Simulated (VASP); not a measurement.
Here is a VASP 6.6.1 calculation.

The input INCAR:

```
PREC     = Accurate       # precision mode
ENCUT    = 520            # plane-wave cutoff, eV
EDIFF    = 1E-6           # SCF threshold, eV
ISMEAR   = 0              # smearing method
SIGMA    = 0.2            # smearing width, eV
LREAL    = F              # projectors in reciprocal space
LASPH    = T              # aspherical terms in the spheres
NELM     = 80             # most SCF steps
ALGO     = Fast           # electronic algorithm
ISIF     = 2              # what is computed and relaxed
LWAVE    = F              # write WAVECAR
LCHARG   = T              # write CHGCAR
GGA      = PE             # functional
LELF     = T              # ELF
LVHAR    = T            
NBANDS   = 50             # bands
```

The input KPOINTS:

```
Automatic mesh
0
Gamma
  6 4 2
```

Contents of POSCAR:

```
Sr
1.0
    2.1494132091     -3.7076735548      0.0068726225
   -6.3948700521     -3.6765346555     -0.0082607568
   -0.0243887236      0.0116599849    -13.9857598618
Sr
8
Direct
    0.4992891162      0.4980098697     -0.0000497997
   -0.0003061759     -0.0015505105      0.0001560851
    0.4981421391      0.8368128461      0.7501176453
    0.9960081914      0.3367244825      0.7495092476
    0.4998577016      0.5006610002      0.4997361373
    0.0003633555      0.0006424369      0.4999538497
    1.0033159752      0.6642791248      0.2504064488
    0.5033296970      0.1644207505      0.2501703858
```

Potentials or basis: VASP PAW PBE potentials, release 64 (Sr_sv).

Run with:

```bash
$ cat potpaw_PBE.64/Sr_sv/POTCAR > POTCAR
$ mpirun -np 1 vasp_std > vasp.out
```

Task: Predict the largest force.

Result: 0.011 eV/Å.

Task: Estimate the band gap on the k mesh.

Result: Zero (bands 40 and 41 overlap by 0.17 eV).

Task: What does it give for the pressure?

Result: 0.0 GPa.

Forces in eV/Å, atoms in the order of the input:
```
Sr  -0.008 -0.005 -0.001
Sr  -0.001 -0.002  0.001
Sr   0.001  0.006  0.002
Sr   0.005 -0.004 -0.008
Sr   0.000  0.000 -0.006
Sr   0.001  0.000 -0.003
Sr  -0.001  0.002  0.011
Sr   0.002  0.003  0.003
```
